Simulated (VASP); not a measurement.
Runs of VASP 6.6.1 on PbSe. The structure is that of space group P6_3/mmc (No. 194), or close to it. The cells are those of the table. 

```csv
cell,gap on the mesh (eV),pressure (GPa)
"relaxed from a = 4.465, b = 4.465, c = 7.766 Å, angles 90.0, 90.0, 120.0°, 4 atoms",0.08,-3.4
"relaxed from a = 4.417, b = 4.417, c = 7.720 Å, angles 90.0, 90.0, 120.0°, 4 atoms",(a),-2.6
"relaxed from a = 4.278, b = 4.278, c = 7.537 Å, angles 90.0, 90.0, 120.0°, 4 atoms",0.07,0.9
"relaxed from a = 4.370, b = 4.370, c = 7.667 Å, angles 90.0, 90.0, 120.0°, 4 atoms",0.04,-1.6
```

Alike in all rows: level PBE; potentials or basis VASP PAW PBE potentials, release 64 (Pb_d, Se); no spin polarisation; k mesh 8 × 8 × 6; smearing gaussian 0.05 eV.

Problem. Fill in the values left out.

Solution. (a) 0.03.

Caveats: spin-orbit coupling is left out, which moves the levels of the heavy elements.

A k mesh can miss the band edges, and the runs leave out spin-orbit coupling on Pb, Se.
